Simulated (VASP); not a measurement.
# CdS (F-43m) in VASP: further runs

Runs on CdS. Level: PBE. Tasks: single point.

All numbers are computed with VASP 6.6.1; they aren't measurements. Logs are shortened: lines on timing, memory, paths and dates and some standing lists are left out, and cuts for length are marked.

**1. The cell of the first run**

It takes space group F-43m (No. 216, cubic). Conventional cell: a = 5.820 Å, b = 5.820 Å, c = 5.820 Å, α = 90.00°, β = 90.00°, γ = 90.00°. Cd (site symmetry -43m) has 4 S at 2.52 Å within 3.3 Å. S (site symmetry -43m) has 4 Cd at 2.52 Å within 3.3 Å.

**2. Single point, PBE**

Input file INCAR:

```
SYSTEM = CdS
PREC = Accurate ; ENCUT = 520
EDIFF = 1E-6 ; ISMEAR = 0
SIGMA = 0.05 ; LREAL = .FALSE.
LASPH = .TRUE. ; NELM = 100
ALGO = Normal ; ISIF = 2
LWAVE = .FALSE. ; LCHARG = .TRUE.
GGA = PE ; LELF = .TRUE.
LVHAR = .TRUE. ; NBANDS = 16
```

Input file KPOINTS:

```
regular mesh
0
G
  8 8 8
  0 0 0
```

Input file POSCAR:

```
CdS
1.0
    0.0000000000      2.9100000000      2.9100000000
    2.9100000000      0.0000000000      2.9100000000
    2.9100000000      2.9100000000      0.0000000000
Cd S
1 1
Direct
    0.0000000000      0.0000000000      0.0000000000
    0.7500000000      0.7500000000      0.7500000000
```

Potentials or basis: VASP PAW PBE potentials, release 64 (Cd, S).

Command:

```console
cat potpaw_PBE.64/Cd/POTCAR potpaw_PBE.64/S/POTCAR > POTCAR
mpirun -np 1 vasp_std > vasp.out
```

OUTCAR:

```text
SYSTEM = CdS
   PREC = Accurate
   ENCUT = 520
   EDIFF = 1E-6
   ISMEAR = 0
   LREAL = .FALSE.
   LASPH = .TRUE.
   NELM = 100
   ISIF = 2
   GGA = PE

 ion  position               nearest neighbor table
   1  0.000  0.000  0.000-   2 2.52   2 2.52   2 2.52   2 2.52
   2  0.750  0.750  0.750-   1 2.52   1 2.52   1 2.52   1 2.52

  LATTYP: Found a face centered cubic cell.
 ALAT       =     5.8200000000

  Lattice vectors:

 A1 = (   0.0000000000,   2.9100000000,   2.9100000000)
 A2 = (   2.9100000000,   0.0000000000,   2.9100000000)
 A3 = (   2.9100000000,   2.9100000000,   0.0000000000)

Analysis of symmetry for initial positions (statically):
=====================================================================
 Subroutine PRICEL returns:
 Original cell was already a primitive cell.

 Routine SETGRP: Setting up the symmetry group for a
 face centered cubic supercell.

 Subroutine GETGRP returns: Found 24 space group operations
 (whereof 24 operations were pure point group operations)
 out of a pool of 48 trial point group operations.

The static configuration has the point symmetry T_d .

Analysis of symmetry for dynamics (positions and initial velocities):
=====================================================================
 Subroutine PRICEL returns:
 Original cell was already a primitive cell.

 Routine SETGRP: Setting up the symmetry group for a
 face centered cubic supercell.

 Subroutine GETGRP returns: Found 24 space group operations
 (whereof 24 operations were pure point group operations)
 out of a pool of 48 trial point group operations.

The dynamic configuration has the point symmetry T_d .

 Subroutine INISYM returns: Found 24 space group operations
 (whereof 24 operations are pure point group operations),
 and found     1 'primitive' translations

----------------------------------------------------------------------------------------

                                     Primitive cell

  volume of cell :      49.2843

  direct lattice vectors                    reciprocal lattice vectors
     0.000000000  2.910000000  2.910000000    -0.171821306  0.171821306  0.171821306
     2.910000000  0.000000000  2.910000000     0.171821306 -0.171821306  0.171821306
     2.910000000  2.910000000  0.000000000     0.171821306  0.171821306 -0.171821306

  length of vectors
     4.115361467  4.115361467  4.115361467     0.297603232  0.297603232  0.297603232

  position of ions in fractional coordinates (direct lattice)
     0.000000000  0.000000000  0.000000000
     0.750000000  0.750000000  0.750000000

  ion indices of the primitive-cell ions
   primitive index   ion index
                 1           1
                 2           2

----------------------------------------------------------------------------------------

 KPOINTS: regular mesh

Automatic generation of k-mesh.
 Grid dimensions read from file:
 generate k-points for:    8    8    8

 Generating k-lattice:

  Cartesian coordinates                     Fractional coordinates (reciprocal lattice)
    -0.021477663  0.021477663  0.021477663     0.125000000  0.000000000  0.000000000
     0.021477663 -0.021477663  0.021477663     0.000000000  0.125000000  0.000000000
     0.021477663  0.021477663 -0.021477663     0.000000000  0.000000000  0.125000000

  Length of vectors
     0.037200404  0.037200404  0.037200404

  Shift w.r.t. Gamma in fractional coordinates (k-lattice)
     0.000000000  0.000000000  0.000000000

 Subroutine IBZKPT returns following result:
 ===========================================

 Found     29 irreducible k-points:

 Following reciprocal coordinates:
            Coordinates               Weight
  0.000000  0.000000  0.000000      1.000000
  0.125000  0.000000  0.000000      8.000000
  0.250000  0.000000  0.000000      8.000000
  0.375000  0.000000  0.000000      8.000000
  0.500000  0.000000  0.000000      4.000000
  0.125000  0.125000  0.000000      6.000000
[... 16 lines left out ...]
  0.500000  0.250000  0.125000     48.000000
 -0.375000  0.250000  0.125000     24.000000
 [... further k-points ...]
   k-points           NKPTS =     29   k-points in BZ     NKDIM =     29   number of bands    NBANDS=     16
   number of dos      NEDOS =    301   number of ions     NIONS =      2
   total plane-waves  NPLWV =  32768
   dimension x,y,z NGX =    32 NGY =   32 NGZ =   32
   dimension x,y,z NGXF=    64 NGYF=   64 NGZF=   64
   ions per type =               1   1
   NGX,Y,Z   is equivalent  to a cutoff of  12.93, 12.93, 12.93 a.u.
   NGXF,Y,Z  is equivalent  to a cutoff of  25.85, 25.85, 25.85 a.u.
 SYSTEM =  CdS
   PREC   = accura    normal or accurate (medium, high low for compatibility)
   ISTART =      0    job   : 0-new  1-cont  2-samecut
   ICHARG =      2    charge: 1-file 2-atom 10-const
   ISPIN  =      1    spin polarized calculation?
   LNONCOLLINEAR =      F non collinear calculations
   LSORBIT =      F    spin-orbit coupling
   LASPH  =      T    aspherical Exc in radial PAW
   ENCUT  =  520.0 eV  38.22 Ry    6.18 a.u.   7.65  7.65  7.65*2*pi/ulx,y,z
   NELM   =    100;   NELMIN=  2; NELMDL= -5     # of ELM steps
   EDIFF  = 0.1E-05   stopping-criterion for ELM
   LREAL  =      F    real-space projection
   EDIFFG = 0.1E-04   stopping-criterion for IOM
   NSW    =      0    number of steps for IOM
   IBRION =     -1    ionic relax: 0-MD 1-quasi-New 2-CG
   NFREE  =      0    steps in history (QN), initial steepest desc. (CG)
   ISIF   =      2    stress and relaxation
   ISYM   =      2    0-nonsym 1-usesym 2-fastsym
   POTIM  = 0.5000    time-step for ionic-motion
   TEBEG  =    0.0;   TEEND  =   0.0 temperature during run
   PSTRESS=    0.0 pullay stress
   NELECT =      18.0000    total number of electrons
   NUPDOWN=      -1.0000    fix difference up-down
   EMIN   =  10.00;   EMAX   =-10.00  energy-range for DOS
   EFERMI =   0.00;   METHOD = LEGACY
   ISMEAR =     0;   SIGMA  =   0.05  broadening in eV -4-tet -1-fermi 0-gaus
   EFERMI_NEDOS =   21; number of points for ismear=-14 and -15
   IALGO  =     38    algorithm
   IMIX   =      4    mixing-type and parameters
     AMIX     =   0.40;   BMIX     =  1.00
     AMIX_MAG =   1.60;   BMIX_MAG =  1.00
  volume/ion in A,a.u.               =      24.64       166.29
  Fermi-wavevector in a.u.,A,eV,Ry     =   1.170207  2.211371 18.631605  1.369384
  Thomas-Fermi vector in A             =   2.306669
   LORBIT       =      0    0 simple, 1 ext, 2 COOP (PROOUT), +10 PAW based schemes
   GGA     = PE    functional components
   LHFCALC =     F    Hartree Fock is set to
   AEXX    =    0.0000 exact exchange contribution
   IVDW    =     0    specifies the selected vdW correction
   LEPSILON=     F    determine dielectric tensor
   LRPA    =     F    only Hartree local field effects (RPA)
 non-spin polarized calculation
 Gauss-broadening in eV      SIGMA  =   0.05
  energy-cutoff  :      520.00
  volume of cell :       49.28
 maximum number of plane-waves:      1363
   NGX = 15   NGY = 15   NGZ = 15

 number of electron      18.0000003 magnetization

 Free energy of the ion-electron system (eV)
  ---------------------------------------------------
  ext. energy  EPLUGINS =         0.00000000
  ---------------------------------------------------
  free energy    TOTEN  =        -6.11411581 eV

  energy without entropy =       -6.11411581  energy(sigma->0) =       -6.11411581

 E-fermi :   1.6531     XC(G=0):  -9.1811

 val. band max:        1.3721419344   @ k =   0.0000   0.0000   0.0000
 cond. band min:       2.5365532427   @ k =   0.0000   0.0000   0.0000
 fundamental gap:      1.1644113083
 Fermi energy:         1.6530831569

 k-point     1 :       0.0000    0.0000    0.0000
  band No.  band energies     occupation
      1     -11.0391      2.00000
      2      -6.3807      2.00000
      3      -6.3807      2.00000
      4      -6.3807      2.00000
      5      -5.8916      2.00000
      6      -5.8916      2.00000
[... 8 lines left out ...]
     15      12.8628      0.00000
     16      12.8628      0.00000

 k-point     2 :       0.1250    0.0000    0.0000
  band No.  band energies     occupation
      1     -10.9761      2.00000
      2      -6.3578      2.00000
      3      -6.3578      2.00000
      4      -6.3268      2.00000
      5      -5.8926      2.00000
      6      -5.8926      2.00000
[... 8 lines left out ...]
     15      12.2623      0.00000
     16      13.4121      0.00000

 k-point     3 :       0.2500    0.0000    0.0000
  band No.  band energies     occupation
      1     -10.8231      2.00000
      2      -6.3082      2.00000
      3      -6.3082      2.00000
      4      -6.1321      2.00000
      5      -5.8872      2.00000
      6      -5.8872      2.00000
[... 8 lines left out ...]
     15      12.0265      0.00000
     16      12.7253      0.00000

 k-point     4 :       0.3750    0.0000    0.0000
  band No.  band energies     occupation
      1     -10.6702      2.00000
      2      -6.2699      2.00000
      3      -6.2699      2.00000
      4      -5.8667      2.00000
      5      -5.8667      2.00000
      6      -5.7707      2.00000
[... 8 lines left out ...]
     15      12.8890      0.00000
     16      12.8890      0.00000
[... 324 lines left out ...]
 k-point    22 :       0.3750    0.2500    0.1250
  band No.  band energies     occupation
      1     -10.7108      2.00000
      2      -6.2554      2.00000
      3      -6.2284      2.00000
      4      -6.0640      2.00000
      5      -5.8847      2.00000
      6      -5.8303      2.00000
[... 8 lines left out ...]
     15      13.3965      0.00000
     16      15.2873      0.00000

 k-point    23 :       0.5000    0.2500    0.1250
  band No.  band energies     occupation
      1     -10.5907      2.00000
      2      -6.2188      2.00000
      3      -6.1923      2.00000
      4      -5.9598      2.00000
      5      -5.8573      2.00000
      6      -5.5973      2.00000
[... 8 lines left out ...]
     15      14.2312      0.00000
     16      14.4871      0.00000

 k-point    24 :      -0.3750    0.2500    0.1250
  band No.  band energies     occupation
      1     -10.5417      2.00000
      2      -6.2140      2.00000
      3      -6.1750      2.00000
      4      -5.9182      2.00000
      5      -5.8643      2.00000
      6      -5.3894      2.00000
[... 8 lines left out ...]
     15      13.6925      0.00000
     16      14.5656      0.00000

 [... further k-points ...]
[... 5 lines left out ...]
  --------------------------------------------------------------------------------------
  -------------------------------------------------------------------------------------
  Total        1.1284227      1.1284227      1.1284227      0.0000000      0.0000000      0.0000000
  in kB       36.6837270     36.6837270     36.6837270      0.0000000      0.0000000      0.0000000
  external PRESSURE =      36.6837270 kB  Pullay stress =       0.0000000 kB

 VOLUME and BASIS-vectors are now :
 -----------------------------------------------------------------------------
  energy-cutoff  :      520.00
  volume of cell :       49.28
      direct lattice vectors                 reciprocal lattice vectors
     0.000000000  2.910000000  2.910000000    -0.171821306  0.171821306  0.171821306
     2.910000000  0.000000000  2.910000000     0.171821306 -0.171821306  0.171821306
     2.910000000  2.910000000  0.000000000     0.171821306  0.171821306 -0.171821306

 POSITION                                       TOTAL-FORCE (eV/Angst)
 -----------------------------------------------------------------------------------
      0.00000      0.00000      0.00000        -0.000000     -0.000000     -0.000000
      4.36500      4.36500      4.36500         0.000000      0.000000      0.000000
 -----------------------------------------------------------------------------------
    total drift:                                0.000000      0.000000      0.000000

  FREE ENERGIE OF THE ION-ELECTRON SYSTEM (eV)
  ---------------------------------------------------
  free  energy   TOTEN  =        -6.1141158056 eV

  energy  without entropy=       -6.1141158056  energy(sigma->0) =       -6.11411581
```

Wall time 15 s (1 thread of Intel Xeon Platinum 8488C (Sapphire Rapids), shared host); peak memory 0.18 GiB.

Results:

- Free energy: -6.1141 eV
- Pressure: 3.7 GPa
- Band gap on the k mesh: 1.16 eV, direct

**3. Single point, PBE**

Input file INCAR:

```
SYSTEM = CdS
ALGO = Normal
EDIFF = 1E-7
ENCUT = 520
GGA = PE
ISIF = 2
ISMEAR = 0
LASPH = .TRUE.
LCHARG = .TRUE.
LELF = .TRUE.
LREAL = .FALSE.
LVHAR = .TRUE.
LWAVE = .FALSE.
NBANDS = 16
NELM = 100
PREC = Accurate
SIGMA = 0.05
```

Input file KPOINTS:

```
k-points
0
G
  10 10 10
  0 0 0
```

POSCAR is that of step 2.

Potentials or basis: VASP PAW PBE potentials, release 64 (Cd, S).

Command:

```console
cat potpaw_PBE.64/Cd/POTCAR potpaw_PBE.64/S/POTCAR > POTCAR
mpirun -np 1 vasp_std > vasp.out
```

Wall time 24 s (1 thread of Intel Xeon Platinum 8488C (Sapphire Rapids), shared host); peak memory 0.19 GiB.

It converged, with:

| Property | Result |
| --- | --- |
| Free energy | -6.1144 eV |
| Pressure | 3.7 GPa |
| Band gap on the k mesh | 1.16 eV, direct |

Levels at points of the mesh, in eV from the valence-band top:
```tsv
k point	band 5	band 6	band 7	band 8	band 9	band 10	band 11	band 12	band 13	band 14
(0.00, 0.00, 0.00)	-7.26	-7.26	0.00	0.00	0.00	1.16	6.55	6.55	6.55	11.48
(0.50, 0.00, 0.00)	-7.22	-6.88	-4.44	-0.76	-0.76	3.03	7.01	7.01	7.50	11.11
(0.50, 0.50, 0.00)	-7.17	-6.81	-3.98	-1.90	-1.90	3.54	4.36	9.26	10.82	10.82
```

PBE gaps usually lie below the measured ones, often by a third to a half.
